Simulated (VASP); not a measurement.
Input of a VASP 6.6.1 run:

Contents of INCAR:

```
SYSTEM = Ba
PREC     = Accurate       ! precision mode
ENCUT    = 520            ! plane-wave cutoff, eV
EDIFF    = 1E-6           ! SCF threshold, eV
ISMEAR   = -1             ! smearing method
SIGMA    = 0.05           ! smearing width, eV
LREAL    = .False.        ! projectors in reciprocal space
LASPH    = .True.         ! aspherical terms in the spheres
NELM     = 100            ! most SCF steps
ALGO     = Normal         ! electronic algorithm
ISIF     = 2              ! what is computed and relaxed
LWAVE    = .False.        ! write WAVECAR
LCHARG   = .False.        ! write CHGCAR
NBANDS   = 17             ! bands
```

File KPOINTS:

```
regular mesh
0
Gamma
  7 7 7
  0 0 0
```

POSCAR

```
Ba
1.0
    4.7578779704      0.0000000000      0.0000000000
    0.0000000000      4.7578779704      0.0000000000
    0.0000000000      0.0000000000      4.7578779704
Ba
2
Direct
    0.0000000000      0.0000000000      0.0000000000
    0.5000000000      0.5000000000      0.5000000000
```

Potentials or basis: VASP PAW LDA potentials, release 64 (Ba_sv).

The run is started by

```console
$ cat potpaw_LDA.64/Ba_sv/POTCAR > POTCAR
$ mpirun -np 1 vasp_std > vasp.out
```

Estimate the pressure.

0.2 GPa.

Estimate the band gap on the k mesh.

zero (bands 10 and 11 overlap by 1.35 eV).

Caveat: spin-orbit coupling is left out, which moves the levels of the heavy elements.
